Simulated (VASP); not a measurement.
Write the native input for VASP 6.6.1 that does the following.

* Task: single point
* Functional: PBE
* Potentials or basis: VASP PAW PBE potentials, release 64 (Ru_pv)
* Cutoff: 520 eV
* k mesh: 25 × 25 × 5
* Occupations: gaussian, width 0.15 eV
* Spin: no spin polarisation
* Dipole correction: no
* Further INCAR settings: ALGO = Fast; EDIFF = 1e-07; NBANDS = 51

The structure of Ru lies in POSCAR:

```
Ru
1.0
   -2.7200250909      0.0000000000      0.0000000000
   -1.3600125454     -2.3556108276      0.0000000000
    0.0000000000      0.0000000000     14.8903084894
Ru
6
Direct
    0.3333333333      0.3333333333      0.7935585057
    0.3333333333      0.3333333333      0.2164355401
    0.3333333333      0.3333333333      0.5049970229
    0.6666666667      0.6666666667      0.0721547988
    0.6666666667      0.6666666667      0.3607162815
    0.6666666667      0.6666666667      0.6492777643
```

This cell differs from its parent crystal: the distance across one plane changed.

One way to write it, as run:

INCAR

```
SYSTEM = Ru
PREC     = Accurate       ! precision mode
ENCUT    = 520            ! plane-wave cutoff, eV
EDIFF    = 1E-7           ! SCF threshold, eV
ISMEAR   = 0              ! smearing method
SIGMA    = 0.15           ! smearing width, eV
LREAL    = .False.        ! projectors in reciprocal space
LASPH    = .True.         ! aspherical terms in the spheres
NELM     = 100            ! most SCF steps
ALGO     = Fast           ! electronic algorithm
ISIF     = 2              ! what is computed and relaxed
LWAVE    = .False.        ! write WAVECAR
LCHARG   = .False.        ! write CHGCAR
GGA      = PE             ! functional
NBANDS   = 51             ! bands
```

KPOINTS

```
Automatic mesh
0
Gamma
  25 25 5
  0 0 0
```

Potentials or basis: VASP PAW PBE potentials, release 64 (Ru_pv).

Run with:

```console
$ cat potpaw_PBE.64/Ru_pv/POTCAR > POTCAR
$ mpirun -np 1 vasp_std > vasp.out
```

Results of the run:

| Property | Result |
| --- | --- |
| Pressure | -6.6 GPa |
| Largest force | 0.798 eV/Å |
| Band gap on the k mesh | zero (bands 42 and 43 overlap by 2.63 eV) |

Caveat: the cell differs from its parent crystal (the distance across one plane changed); the cell stands under tension.

Wall time 48 min on 1 thread of Oxide Virtual Turin-like Processor (shared host), peak memory 0.89 GiB.
